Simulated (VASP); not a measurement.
# CdS (alt) (F-43m) in VASP: further runs, part 2 of 2

VASP 6.6.1.

## 3. Single point, PBE

INCAR reads:

```
SYSTEM = CdS
PREC     = Accurate       ! precision mode
ENCUT    = 500            ! plane-wave cutoff, eV
EDIFF    = 1E-6           ! SCF threshold, eV
ISMEAR   = 0              ! smearing method
SIGMA    = 0.02           ! smearing width, eV
LREAL    = .FALSE.        ! projectors in reciprocal space
LASPH    = .TRUE.         ! aspherical terms in the spheres
NELM     = 120            ! most SCF steps
ALGO     = Normal         ! electronic algorithm
ISIF     = 2              ! what is computed and relaxed
LWAVE    = .FALSE.        ! write WAVECAR
LCHARG   = .FALSE.        ! write CHGCAR
GGA      = PE             ! functional
NBANDS   = 16             ! bands
GGA_COMPAT= .FALSE.
```

KPOINTS reads:

```
Automatic mesh
0
G
  8 8 8
  0 0 0
```

POSCAR reads:

```
CdS
1.0
    0.0000000000      2.9633438406      2.9633438406
    2.9633438406      0.0000000000      2.9633438406
    2.9633438406      2.9633438406      0.0000000000
Cd S
1 1
Direct
    0.0000000000      0.0000000000      0.0000000000
    0.7500000000      0.7500000000      0.7500000000
```

Potentials or basis: VASP PAW PBE potentials, release 64 (Cd, S).

Launch:

```console
> cat potpaw_PBE.64/Cd/POTCAR potpaw_PBE.64/S/POTCAR > POTCAR
> mpirun -np 1 vasp_std > vasp.out
```

OUTCAR:

```text
SYSTEM = CdS
   PREC = Accurate
   ENCUT = 500
   EDIFF = 1E-6
   ISMEAR = 0
   LREAL = .FALSE.
   LASPH = .TRUE.
   NELM = 120
   ISIF = 2
   GGA = PE

 ion  position               nearest neighbor table
   1  0.000  0.000  0.000-   2 2.57   2 2.57   2 2.57   2 2.57
   2  0.750  0.750  0.750-   1 2.57   1 2.57   1 2.57   1 2.57

  LATTYP: Found a face centered cubic cell.
 ALAT       =     5.9266876812

  Lattice vectors:

 A1 = (   0.0000000000,   2.9633438406,   2.9633438406)
 A2 = (   2.9633438406,   0.0000000000,   2.9633438406)
 A3 = (   2.9633438406,   2.9633438406,   0.0000000000)

Analysis of symmetry for initial positions (statically):
=====================================================================
 Subroutine PRICEL returns:
 Original cell was already a primitive cell.

 Routine SETGRP: Setting up the symmetry group for a
 face centered cubic supercell.

 Subroutine GETGRP returns: Found 24 space group operations
 (whereof 24 operations were pure point group operations)
 out of a pool of 48 trial point group operations.

The static configuration has the point symmetry T_d .

Analysis of symmetry for dynamics (positions and initial velocities):
=====================================================================
 Subroutine PRICEL returns:
 Original cell was already a primitive cell.

 Routine SETGRP: Setting up the symmetry group for a
 face centered cubic supercell.

 Subroutine GETGRP returns: Found 24 space group operations
 (whereof 24 operations were pure point group operations)
 out of a pool of 48 trial point group operations.

The dynamic configuration has the point symmetry T_d .

 Subroutine INISYM returns: Found 24 space group operations
 (whereof 24 operations are pure point group operations),
 and found     1 'primitive' translations

----------------------------------------------------------------------------------------

                                     Primitive cell

  volume of cell :      52.0447

  direct lattice vectors                    reciprocal lattice vectors
     0.000000000  2.963343841  2.963343841    -0.168728311  0.168728311  0.168728311
     2.963343841  0.000000000  2.963343841     0.168728311 -0.168728311  0.168728311
     2.963343841  2.963343841  0.000000000     0.168728311  0.168728311 -0.168728311

  length of vectors
     4.190801049  4.190801049  4.190801049     0.292246007  0.292246007  0.292246007

  position of ions in fractional coordinates (direct lattice)
     0.000000000  0.000000000  0.000000000
     0.750000000  0.750000000  0.750000000

  ion indices of the primitive-cell ions
   primitive index   ion index
                 1           1
                 2           2

----------------------------------------------------------------------------------------

 KPOINTS: Automatic mesh

Automatic generation of k-mesh.
 Grid dimensions read from file:
 generate k-points for:    8    8    8

 Generating k-lattice:

  Cartesian coordinates                     Fractional coordinates (reciprocal lattice)
    -0.021091039  0.021091039  0.021091039     0.125000000  0.000000000  0.000000000
     0.021091039 -0.021091039  0.021091039     0.000000000  0.125000000  0.000000000
     0.021091039  0.021091039 -0.021091039     0.000000000  0.000000000  0.125000000

  Length of vectors
     0.036530751  0.036530751  0.036530751

  Shift w.r.t. Gamma in fractional coordinates (k-lattice)
     0.000000000  0.000000000  0.000000000

 Subroutine IBZKPT returns following result:
 ===========================================

 Found     29 irreducible k-points:

 Following reciprocal coordinates:
            Coordinates               Weight
  0.000000  0.000000  0.000000      1.000000
  0.125000  0.000000  0.000000      8.000000
  0.250000  0.000000  0.000000      8.000000
  0.375000  0.000000  0.000000      8.000000
  0.500000  0.000000  0.000000      4.000000
  0.125000  0.125000  0.000000      6.000000
[... 16 lines left out ...]
  0.500000  0.250000  0.125000     48.000000
 -0.375000  0.250000  0.125000     24.000000
 [... further k-points ...]
   k-points           NKPTS =     29   k-points in BZ     NKDIM =     29   number of bands    NBANDS=     16
   number of dos      NEDOS =    301   number of ions     NIONS =      2
   total plane-waves  NPLWV =  32768
   dimension x,y,z NGX =    32 NGY =   32 NGZ =   32
   dimension x,y,z NGXF=    64 NGYF=   64 NGZF=   64
   ions per type =               1   1
   NGX,Y,Z   is equivalent  to a cutoff of  12.69, 12.69, 12.69 a.u.
   NGXF,Y,Z  is equivalent  to a cutoff of  25.39, 25.39, 25.39 a.u.
 SYSTEM =  CdS
   PREC   = accura    normal or accurate (medium, high low for compatibility)
   ISTART =      0    job   : 0-new  1-cont  2-samecut
   ICHARG =      2    charge: 1-file 2-atom 10-const
   ISPIN  =      1    spin polarized calculation?
   LNONCOLLINEAR =      F non collinear calculations
   LSORBIT =      F    spin-orbit coupling
   LASPH  =      T    aspherical Exc in radial PAW
   ENCUT  =  500.0 eV  36.75 Ry    6.06 a.u.   7.64  7.64  7.64*2*pi/ulx,y,z
   NELM   =    120;   NELMIN=  2; NELMDL= -5     # of ELM steps
   EDIFF  = 0.1E-05   stopping-criterion for ELM
   LREAL  =      F    real-space projection
   EDIFFG = 0.1E-04   stopping-criterion for IOM
   NSW    =      0    number of steps for IOM
   IBRION =     -1    ionic relax: 0-MD 1-quasi-New 2-CG
   NFREE  =      0    steps in history (QN), initial steepest desc. (CG)
   ISIF   =      2    stress and relaxation
   ISYM   =      2    0-nonsym 1-usesym 2-fastsym
   POTIM  = 0.5000    time-step for ionic-motion
   TEBEG  =    0.0;   TEEND  =   0.0 temperature during run
   PSTRESS=    0.0 pullay stress
   NELECT =      18.0000    total number of electrons
   NUPDOWN=      -1.0000    fix difference up-down
   EMIN   =  10.00;   EMAX   =-10.00  energy-range for DOS
   EFERMI =   0.00;   METHOD = LEGACY
   ISMEAR =     0;   SIGMA  =   0.02  broadening in eV -4-tet -1-fermi 0-gaus
   EFERMI_NEDOS =   21; number of points for ismear=-14 and -15
   IALGO  =     38    algorithm
   IMIX   =      4    mixing-type and parameters
     AMIX     =   0.40;   BMIX     =  1.00
     AMIX_MAG =   1.60;   BMIX_MAG =  1.00
  volume/ion in A,a.u.               =      26.02       175.61
  Fermi-wavevector in a.u.,A,eV,Ry     =   1.149142  2.171563 17.966859  1.320527
  Thomas-Fermi vector in A             =   2.285813
   LORBIT       =      0    0 simple, 1 ext, 2 COOP (PROOUT), +10 PAW based schemes
   GGA     = PE    functional components
   LHFCALC =     F    Hartree Fock is set to
   AEXX    =    0.0000 exact exchange contribution
   IVDW    =     0    specifies the selected vdW correction
   LEPSILON=     F    determine dielectric tensor
   LRPA    =     F    only Hartree local field effects (RPA)
 non-spin polarized calculation
 Gauss-broadening in eV      SIGMA  =   0.02
  energy-cutoff  :      500.00
  volume of cell :       52.04
 maximum number of plane-waves:      1363
   NGX = 15   NGY = 15   NGZ = 15

 number of electron      18.0000001 magnetization

 Free energy of the ion-electron system (eV)
  ---------------------------------------------------
  ext. energy  EPLUGINS =         0.00000000
  ---------------------------------------------------
  free energy    TOTEN  =        -6.14711508 eV

  energy without entropy =       -6.14711508  energy(sigma->0) =       -6.14711508

 E-fermi :   1.0607     XC(G=0):  -8.9277

 val. band max:        0.9171484111   @ k =   0.0000   0.0000   0.0000
 cond. band min:       1.9605466048   @ k =   0.0000   0.0000   0.0000
 fundamental gap:      1.0433981937
 Fermi energy:         1.0607437778

 k-point     1 :       0.0000    0.0000    0.0000
  band No.  band energies     occupation
      1     -11.1711      2.00000
      2      -6.6510      2.00000
      3      -6.6510      2.00000
      4      -6.6510      2.00000
      5      -6.2337      2.00000
      6      -6.2337      2.00000
[... 8 lines left out ...]
     15      12.3227      0.00000
     16      12.3227      0.00000
[... 419 lines left out ...]
 k-point    24 :      -0.3750    0.2500    0.1250
  band No.  band energies     occupation
      1     -10.7309      2.00000
      2      -6.5058      2.00000
      3      -6.4734      2.00000
      4      -6.2542      2.00000
      5      -6.2099      2.00000
      6      -5.7940      2.00000
[... 8 lines left out ...]
     15      13.0872      0.00000
     16      13.9301      0.00000

 [... further k-points ...]

------------------------ aborting loop because EDIFF is reached ----------------------------------------

  FORCE on cell =-STRESS in cart. coord.  units (eV):
  Direction    XX          YY          ZZ          XY          YZ          ZX
  --------------------------------------------------------------------------------------
  -------------------------------------------------------------------------------------
  Total        0.0917521      0.0917521      0.0917521     -0.0000000     -0.0000000      0.0000000
  in kB        2.8245585      2.8245585      2.8245585     -0.0000000     -0.0000000      0.0000000
  external PRESSURE =       2.8245585 kB  Pullay stress =       0.0000000 kB

 VOLUME and BASIS-vectors are now :
 -----------------------------------------------------------------------------
  energy-cutoff  :      500.00
  volume of cell :       52.04
      direct lattice vectors                 reciprocal lattice vectors
     0.000000000  2.963343841  2.963343841    -0.168728311  0.168728311  0.168728311
     2.963343841  0.000000000  2.963343841     0.168728311 -0.168728311  0.168728311
     2.963343841  2.963343841  0.000000000     0.168728311  0.168728311 -0.168728311

 POSITION                                       TOTAL-FORCE (eV/Angst)
 -----------------------------------------------------------------------------------
      0.00000      0.00000      0.00000         0.000000      0.000000      0.000000
      4.44502      4.44502      4.44502        -0.000000     -0.000000     -0.000000
 -----------------------------------------------------------------------------------
    total drift:                                0.000000      0.000000     -0.000000

  FREE ENERGIE OF THE ION-ELECTRON SYSTEM (eV)
  ---------------------------------------------------
  free  energy   TOTEN  =        -6.1471150786 eV

  energy  without entropy=       -6.1471150786  energy(sigma->0) =       -6.14711508
```

It took 21 s on 1 thread of Intel Xeon Platinum 8259CL at 2.50GHz (Skylake/Cascade Lake), shared host; peak memory 0.18 GiB.

What came out:

- Free energy: -6.1471 eV
- Pressure: 0.3 GPa
- Band gap on the k mesh: 1.04 eV, direct

Levels at points of the mesh, in eV from the valence-band top:
| k point | band 7 | band 8 | band 9 | band 10 | band 11 | band 12 |
| --- | --- | --- | --- | --- | --- | --- |
| (0.00, 0.00, 0.00) | 0.00 | 0.00 | 0.00 | 1.04 | 6.55 | 6.55 |
| (0.50, 0.00, 0.00) | -4.12 | -0.69 | -0.69 | 2.94 | 7.01 | 7.01 |
| (0.50, 0.50, 0.00) | -3.75 | -1.72 | -1.72 | 3.63 | 4.28 | 9.04 |

As with any semilocal functional, this PBE gap is likely too small.
